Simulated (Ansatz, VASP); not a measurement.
# One calculation of MnO, two programs

```
CELL_PARAMETERS angstrom
0.00000 2.28908 2.28908
2.28908 0.00000 2.28908
2.28908 2.28908 0.00000
ATOMIC_POSITIONS crystal
Mn 0.00000 0.00000 0.00000
O 0.50000 0.50000 0.50000
```

Alike in both runs: task single point; functional RPBE; dispersion D4; k mesh 10 × 10 × 10; occupations gaussian, width 0.05 eV; collinear spin; Hubbard terms Mn d U = 3.9 eV.

|  | VASP | Ansatz |
| --- | --- | --- |
| version | VASP 6.6.1 | Ansatz 0.2.0 |
| potentials or method | VASP PAW PBE potentials, release 64 (Mn_sv, O), cutoff 700 eV | scalar-relativistic, plane waves, PAW |
| valence electrons in the cell | 21 | 21 |

```tsv
	VASP	Ansatz	Ansatz less VASP
pressure (GPa)	-7.6	-5.2	+2.37
net moment per atom (μB)	2.50	2.50	0.000
size of the moment on the site where the two differ most (μB)	4.52	4.36	-0.167
```

VASP's potentials were made for PBE, not for RPBE. Site moments also hang on the region over which each program counts them. The programs project onto different local orbitals, so the same U acts differently, and such runs can settle in different states. Ansatz's warnings: filled band counts differ across k points, stability check not made.
